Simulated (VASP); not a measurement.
# Bi in VASP: notebook

The runs below take Bi through single point, with PBEsol.

Everything below comes from runs of VASP 6.6.1. Logs are shortened: lines on timing, memory, paths and dates and some standing lists are left out, and cuts for length are marked.

### 1 The cell of the first run

It takes space group R-3m (No. 166, trigonal). Conventional cell: a = 4.565 Å, b = 4.565 Å, c = 11.892 Å, α = 90.00°, β = 90.00°, γ = 120.00°. Within 4.1 Å of Bi (site symmetry 3m) lie 6 Bi at 3.08 to 3.54 Å.

### 2 Single point, PBEsol (35.77 Å³/atom)

INCAR reads:

```
SYSTEM = Bi
PREC = Accurate
ENCUT = 520
EDIFF = 1E-6
ISMEAR = -1
SIGMA = 0.05
LREAL = .False.
LASPH = .True.
NELM = 100
ALGO = Normal
ISIF = 2
LWAVE = .False.
LCHARG = .False.
GGA = PS
NBANDS = 22
```

KPOINTS reads:

```
regular mesh
0
Gamma
  7 7 7
  0 0 0
```

POSCAR reads:

```
Bi
1.0
    2.2825169939      1.3178118009      3.9640802302
   -2.2825169939      1.3178118009      3.9640802302
    0.0000000000     -2.6356236018      3.9640802302
Bi
2
Direct
    0.7660000000      0.7660000000      0.7660000000
    0.2340000000      0.2340000000      0.2340000000
```

Potentials or basis: VASP PAW PBE potentials, release 64 (Bi_d).

Started as:

```
cat potpaw_PBE.64/Bi_d/POTCAR > POTCAR
mpirun -np 1 vasp_std > vasp.out
```

OUTCAR:

```text
SYSTEM = Bi
   PREC = Accurate
   ENCUT = 520
   EDIFF = 1E-6
   ISMEAR = -1
   LREAL = .False.
   LASPH = .True.
   NELM = 100
   ISIF = 2
   GGA = PS

 ion  position               nearest neighbor table
   1  0.766  0.766  0.766-   2 3.08   2 3.08   2 3.08   2 3.54   2 3.54   2 3.54
   2  0.234  0.234  0.234-   1 3.08   1 3.08   1 3.08   1 3.54   1 3.54   1 3.54

  LATTYP: Found a trigonal (rhomboedric) cell.
 ALAT       =     4.7602987135
 COS(alpha) =     0.5401781303

  Lattice vectors:

 A1 = (   2.2825169939,   1.3178118009,   3.9640802302)
 A2 = (  -2.2825169939,   1.3178118009,   3.9640802302)
 A3 = (   0.0000000000,  -2.6356236018,   3.9640802302)

Analysis of symmetry for initial positions (statically):
=====================================================================
 Subroutine PRICEL returns:
 Original cell was already a primitive cell.

 Routine SETGRP: Setting up the symmetry group for a
 trigonal (rhombohedral) supercell.

 Subroutine GETGRP returns: Found 12 space group operations
 (whereof 12 operations were pure point group operations)
 out of a pool of 12 trial point group operations.

The static configuration has the point symmetry D_3d.

Analysis of symmetry for dynamics (positions and initial velocities):
=====================================================================
 Subroutine PRICEL returns:
 Original cell was already a primitive cell.

 Routine SETGRP: Setting up the symmetry group for a
 trigonal (rhombohedral) supercell.

 Subroutine GETGRP returns: Found 12 space group operations
 (whereof 12 operations were pure point group operations)
 out of a pool of 12 trial point group operations.

The dynamic configuration has the point symmetry D_3d.

 Subroutine INISYM returns: Found 12 space group operations
 (whereof 12 operations are pure point group operations),
 and found     1 'primitive' translations

----------------------------------------------------------------------------------------

                                     Primitive cell

  volume of cell :      71.5420

  direct lattice vectors                    reciprocal lattice vectors
     2.282516994  1.317811801  3.964080230     0.219056419  0.126472283  0.084088443
    -2.282516994  1.317811801  3.964080230    -0.219056419  0.126472283  0.084088443
     0.000000000 -2.635623602  3.964080230     0.000000000 -0.252944565  0.084088443

  length of vectors
     4.760298713  4.760298713  4.760298714     0.266555472  0.266555472  0.266555472

  position of ions in fractional coordinates (direct lattice)
     0.766000000  0.766000000  0.766000000
     0.234000000  0.234000000  0.234000000

  ion indices of the primitive-cell ions
   primitive index   ion index
                 1           1
                 2           2

----------------------------------------------------------------------------------------

 KPOINTS: regular mesh

Automatic generation of k-mesh.
 Grid dimensions read from file:
 generate k-points for:    7    7    7

 Generating k-lattice:

  Cartesian coordinates                     Fractional coordinates (reciprocal lattice)
     0.031293774  0.018067469  0.012012635     0.142857143  0.000000000  0.000000000
    -0.031293774  0.018067469  0.012012635     0.000000000  0.142857143  0.000000000
     0.000000000 -0.036134938  0.012012635     0.000000000  0.000000000  0.142857143

  Length of vectors
     0.038079353  0.038079353  0.038079353

  Shift w.r.t. Gamma in fractional coordinates (k-lattice)
     0.000000000  0.000000000  0.000000000

 Subroutine IBZKPT returns following result:
 ===========================================

 Found     44 irreducible k-points:

 Following reciprocal coordinates:
            Coordinates               Weight
  0.000000  0.000000  0.000000      1.000000
  0.142857 -0.000000 -0.000000      6.000000
  0.285714 -0.000000  0.000000      6.000000
  0.428571  0.000000  0.000000      6.000000
  0.142857  0.142857 -0.000000      6.000000
  0.285714  0.142857  0.000000     12.000000
[... 16 lines left out ...]
  0.285714  0.285714  0.142857      6.000000
  0.428571  0.285714  0.142857     12.000000
 [... further k-points ...]
   k-points           NKPTS =     44   k-points in BZ     NKDIM =     44   number of bands    NBANDS=     22
   number of dos      NEDOS =    301   number of ions     NIONS =      2
   total plane-waves  NPLWV =  46656
   dimension x,y,z NGX =    36 NGY =   36 NGZ =   36
   dimension x,y,z NGXF=    72 NGYF=   72 NGZF=   72
   ions per type =               2
   NGX,Y,Z   is equivalent  to a cutoff of  12.57, 12.57, 12.57 a.u.
   NGXF,Y,Z  is equivalent  to a cutoff of  25.14, 25.14, 25.14 a.u.
 SYSTEM =  Bi
   PREC   = accura    normal or accurate (medium, high low for compatibility)
   ISTART =      0    job   : 0-new  1-cont  2-samecut
   ICHARG =      2    charge: 1-file 2-atom 10-const
   ISPIN  =      1    spin polarized calculation?
   LNONCOLLINEAR =      F non collinear calculations
   LSORBIT =      F    spin-orbit coupling
   LASPH  =      T    aspherical Exc in radial PAW
   ENCUT  =  520.0 eV  38.22 Ry    6.18 a.u.   8.85  8.85  8.85*2*pi/ulx,y,z
   NELM   =    100;   NELMIN=  2; NELMDL= -5     # of ELM steps
   EDIFF  = 0.1E-05   stopping-criterion for ELM
   LREAL  =      F    real-space projection
   EDIFFG = 0.1E-04   stopping-criterion for IOM
   NSW    =      0    number of steps for IOM
   IBRION =     -1    ionic relax: 0-MD 1-quasi-New 2-CG
   NFREE  =      0    steps in history (QN), initial steepest desc. (CG)
   ISIF   =      2    stress and relaxation
   ISYM   =      2    0-nonsym 1-usesym 2-fastsym
   POTIM  = 0.5000    time-step for ionic-motion
   TEBEG  =    0.0;   TEEND  =   0.0 temperature during run
   PSTRESS=    0.0 pullay stress
   NELECT =      30.0000    total number of electrons
   NUPDOWN=      -1.0000    fix difference up-down
   EMIN   =  10.00;   EMAX   =-10.00  energy-range for DOS
   EFERMI =   0.00;   METHOD = LEGACY
   ISMEAR =    -1;   SIGMA  =   0.05  broadening in eV -4-tet -1-fermi 0-gaus
   EFERMI_NEDOS =   21; number of points for ismear=-14 and -15
   IALGO  =     38    algorithm
   IMIX   =      4    mixing-type and parameters
     AMIX     =   0.40;   BMIX     =  1.00
     AMIX_MAG =   1.60;   BMIX_MAG =  1.00
  volume/ion in A,a.u.               =      35.77       241.39
  Fermi-wavevector in a.u.,A,eV,Ry     =   1.225354  2.315583 20.429043  1.501492
  Thomas-Fermi vector in A             =   2.360395
   LORBIT       =      0    0 simple, 1 ext, 2 COOP (PROOUT), +10 PAW based schemes
   GGA     = PS    functional components
   LHFCALC =     F    Hartree Fock is set to
   AEXX    =    0.0000 exact exchange contribution
   IVDW    =     0    specifies the selected vdW correction
   LEPSILON=     F    determine dielectric tensor
   LRPA    =     F    only Hartree local field effects (RPA)
 non-spin polarized calculation
  energy-cutoff  :      520.00
  volume of cell :       71.54
 maximum number of plane-waves:      1967
   NGX = 17   NGY = 17   NGZ = 17

 number of electron      30.0000003 magnetization

 Free energy of the ion-electron system (eV)
  ---------------------------------------------------
  ext. energy  EPLUGINS =         0.00000000
  ---------------------------------------------------
  free energy    TOTEN  =        -8.61692194 eV

  energy without entropy =       -8.61536742  energy(sigma->0) =       -8.61614468

 E-fermi :   5.8640     XC(G=0):  -9.6247

 val. band max:        5.7137796326   @ k =   0.4286   0.2857   0.2857
 cond. band min:       5.9673720595   @ k =   0.4286   0.0000   0.0000
 fundamental gap:      0.2535924270
 Fermi energy:         5.8640430124

 k-point     1 :       0.0000    0.0000    0.0000
  band No.  band energies     occupation
      1     -16.8512      2.00000
      2     -16.8512      2.00000
      3     -16.7056      2.00000
      4     -16.7056      2.00000
      5     -16.6913      2.00000
      6     -16.5309      2.00000
[... 14 lines left out ...]
     21      11.7339      0.00000
     22      11.9130      0.00000

 k-point     2 :       0.1429   -0.0000   -0.0000
  band No.  band energies     occupation
      1     -16.8373      2.00000
      2     -16.8332      2.00000
      3     -16.6996      2.00000
      4     -16.6948      2.00000
      5     -16.6817      2.00000
      6     -16.5400      2.00000
[... 14 lines left out ...]
     21      11.9650      0.00000
     22      13.3624      0.00000

 k-point     3 :       0.2857   -0.0000    0.0000
  band No.  band energies     occupation
      1     -16.8014      2.00000
      2     -16.7830      2.00000
      3     -16.6863      2.00000
      4     -16.6658      2.00000
      5     -16.6532      2.00000
      6     -16.5702      2.00000
[... 14 lines left out ...]
     21      12.9558      0.00000
     22      15.7334      0.00000

 k-point     4 :       0.4286    0.0000    0.0000
  band No.  band energies     occupation
      1     -16.7645      2.00000
      2     -16.7141      2.00000
      3     -16.6744      2.00000
      4     -16.6344      2.00000
      5     -16.6285      2.00000
      6     -16.5972      2.00000
[... 14 lines left out ...]
     21      14.5901      0.00000
     22      15.1323      0.00000

 k-point     5 :       0.1429    0.1429   -0.0000
  band No.  band energies     occupation
      1     -16.8488      2.00000
      2     -16.8147      2.00000
      3     -16.7051      2.00000
      4     -16.6894      2.00000
      5     -16.6773      2.00000
      6     -16.5436      2.00000
[... 417 lines left out ...]
 k-point    22 :      -0.1429    0.1429    0.1429
  band No.  band energies     occupation
      1     -16.8327      2.00000
      2     -16.7635      2.00000
      3     -16.7018      2.00000
      4     -16.6612      2.00000
      5     -16.6497      2.00000
      6     -16.5734      2.00000
[... 14 lines left out ...]
     21      13.4518      0.00000
     22      14.4500      0.00000

 k-point    23 :       0.2857    0.2857    0.1429
  band No.  band energies     occupation
      1     -16.8342      2.00000
      2     -16.7811      2.00000
      3     -16.6999      2.00000
      4     -16.6766      2.00000
      5     -16.6651      2.00000
      6     -16.5538      2.00000
[... 14 lines left out ...]
     21      13.5551      0.00000
     22      14.0104      0.00000

 k-point    24 :       0.4286    0.2857    0.1429
  band No.  band energies     occupation
      1     -16.8184      2.00000
      2     -16.7482      2.00000
      3     -16.6917      2.00000
      4     -16.6632      2.00000
      5     -16.6462      2.00000
      6     -16.5706      2.00000
[... 14 lines left out ...]
     21      14.0465      0.00000
     22      14.8508      0.00000

 [... further k-points ...]

------------------------ aborting loop because EDIFF is reached ----------------------------------------

  FORCE on cell =-STRESS in cart. coord.  units (eV):
  Direction    XX          YY          ZZ          XY          YZ          ZX
  --------------------------------------------------------------------------------------
  -------------------------------------------------------------------------------------
  Total       -0.5895133     -0.5895133     -0.6038284      0.0000000      0.0000000      0.0000000
  in kB      -13.2021013    -13.2021014    -13.5226874      0.0000000      0.0000000      0.0000000
  external PRESSURE =     -13.3089634 kB  Pullay stress =       0.0000000 kB

 VOLUME and BASIS-vectors are now :
 -----------------------------------------------------------------------------
  energy-cutoff  :      520.00
  volume of cell :       71.54
      direct lattice vectors                 reciprocal lattice vectors
     2.282516994  1.317811801  3.964080230     0.219056419  0.126472283  0.084088443
    -2.282516994  1.317811801  3.964080230    -0.219056419  0.126472283  0.084088443
     0.000000000 -2.635623602  3.964080230     0.000000000 -0.252944565  0.084088443

 POSITION                                       TOTAL-FORCE (eV/Angst)
 -----------------------------------------------------------------------------------
      0.00000      0.00000      9.10946         0.000000      0.000000     -0.046340
      0.00000      0.00000      2.78278         0.000000     -0.000000      0.046340
 -----------------------------------------------------------------------------------
    total drift:                               -0.000000      0.000000     -0.000000

  FREE ENERGIE OF THE ION-ELECTRON SYSTEM (eV)
  ---------------------------------------------------
  free  energy   TOTEN  =        -8.6169219421 eV

  energy  without entropy=       -8.6153674234  energy(sigma->0) =       -8.61614468
```

It took 1.9 min on 1 thread of Intel Xeon 8259CL, shared host; peak memory 0.23 GiB.

Results:

* Free energy: -8.6169 eV
* Pressure: -1.3 GPa
* Largest force: 0.046 eV/Å

Forces in eV/Å, atoms in the order of the input:
```
Bi   0.000  0.000 -0.046
Bi   0.000  0.000  0.046
```

Levels at points of the mesh, in eV from the Fermi level:
```
           k point  band 11  band 12  band 13  band 14  band 15  band 16  band 17  band 18  band 19  band 20
(0.00, 0.00, 0.00)   -12.89    -7.43    -1.32    -1.07    -1.07     2.58     3.05     3.05     5.73     5.87
```

Caveat: the PAW data sets were made with another functional, which shifts forces and pressure a little; spin-orbit coupling is left out, which moves the levels of the heavy elements.

### 3 Single point, PBEsol (36.47 Å³/atom)

This run uses another cell than the first one, of 36.47 Å³/atom.

INCAR reads:

```
ALGO = Normal
EDIFF = 1E-6
ENCUT = 520
GGA = PS
ISIF = 2
ISMEAR = -1
LASPH = T
LCHARG = T
LELF = T
LREAL = F
LVHAR = T
LWAVE = F
NBANDS = 22
NELM = 60
PREC = Accurate
SIGMA = 0.05
```

KPOINTS reads:

```
k-points
0
Gamma
  7 7 7
```

POSCAR reads:

```
Bi
1.0
    2.2973389482      1.3263692602      3.9898217322
   -2.2973389482      1.3263692602      3.9898217322
    0.0000000000     -2.6527385203      3.9898217322
Bi
2
Direct
    0.7660000000      0.7660000000      0.7660000000
    0.2340000000      0.2340000000      0.2340000000
```

Potentials or basis: VASP PAW PBE potentials, release 64 (Bi_d).

Started as:

```
cat potpaw_PBE.64/Bi_d/POTCAR > POTCAR
mpirun -np 1 vasp_std > vasp.out
```

Wall time 1.8 min (1 thread of Intel Xeon 8259CL, shared host); peak memory 0.23 GiB.

It converged, with:

- Free energy: -8.6024 eV
- Pressure: -2.1 GPa
- Largest force: 0.036 eV/Å

Forces in eV/Å, atoms in the order of the input:
```
Bi   0.000  0.000  0.036
Bi   0.000  0.000 -0.036
```

Stress tensor (GPa, compression positive):
```
-2.17  0.00  0.00
 0.00 -2.17  0.00
 0.00  0.00 -2.06
```

Levels at points of the mesh, in eV from the Fermi level:
| k point | band 12 | band 13 | band 14 | band 15 | band 16 | band 17 | band 18 | band 19 |
| --- | --- | --- | --- | --- | --- | --- | --- | --- |
| (0.00, 0.00, 0.00) | -7.50 | -1.28 | -1.04 | -1.04 | 2.56 | 3.01 | 3.01 | 5.73 |

Caveat: the PAW data sets were made with another functional, which shifts forces and pressure a little; spin-orbit coupling is left out, which moves the levels of the heavy elements.

### 4 Single point, PBEsol (atoms moved at random)

INCAR reads:

```
  PREC = Accurate
  ENCUT = 520
  EDIFF = 1E-6
  ISMEAR = -1
  SIGMA = 0.05
  LREAL = F
  LASPH = T
  NELM = 100
  ALGO = Normal
  ISIF = 2
  LWAVE = F
  LCHARG = F
  GGA = PS
  NBANDS = 22
```

KPOINTS reads:

```
regular mesh
0
Gamma
  7 7 7
```

POSCAR reads:

```
Bi
1.0
    2.2675000000      1.3091417354      3.9380000000
   -2.2675000000      1.3091417354      3.9380000000
    0.0000000000     -2.6182834708      3.9380000000
Bi
2
Direct
    0.7724340000      0.7862450000      0.7540610000
    0.2322200000      0.2385820000      0.2322520000
```

Started as:

```
cat potpaw_PBE.64/Bi_d/POTCAR > POTCAR
mpirun -np 1 vasp_std > vasp.out
```

It took 6.7 min on 1 thread of Intel Xeon 8259CL, shared host; peak memory 0.35 GiB.

Results (log left out):

```
Free energy   : -8.6047 eV
Pressure      : 0.2 GPa
Largest force : 0.442 eV/Å
```

Forces on the atoms (eV/Å):
```
Bi   0.043 -0.182 -0.401
Bi  -0.043  0.182  0.401
```

Stress tensor (GPa, compression positive):
```
-0.26  0.12 -0.23
 0.12  0.75  0.88
-0.23  0.88  0.19
```

Levels at points of the mesh, in eV from the Fermi level:
| k point | band 13 | band 14 | band 15 | band 16 | band 17 | band 18 |
| --- | --- | --- | --- | --- | --- | --- |
| (0.00, 0.00, 0.00) | -1.31 | -1.21 | -1.08 | 2.42 | 2.93 | 3.18 |

Caveat: the cell differs from its parent crystal (atoms moved at random); the PAW data sets were made with another functional, which shifts forces and pressure a little; spin-orbit coupling is left out, which moves the levels of the heavy elements.

### 5 Overview

```csv
cell,pressure (GPa),largest force (eV/Å)
"a = 4.760 Å, angles 57.3°, 2 atoms, atomic positions A",-1.3,0.05
"a = 4.791 Å, angles 57.3°, 2 atoms, atomic positions A",-2.1,0.04
"a = 4.729 Å, angles 57.3°, 2 atoms, atomic positions B",0.2,0.44
```

Alike in all rows: task single point; level PBEsol; potentials or basis VASP PAW PBE potentials, release 64 (Bi_d); no spin polarisation; k mesh 7 × 7 × 7; cutoff (eV) 520; smearing fermi-dirac 0.05 eV.

Caveats: the PAW data sets were made with another functional, which shifts forces and pressure a little; spin-orbit coupling is left out, which moves the levels of the heavy elements.

Total energies depend on the potentials used, so only differences within one code and one set of settings carry meaning.
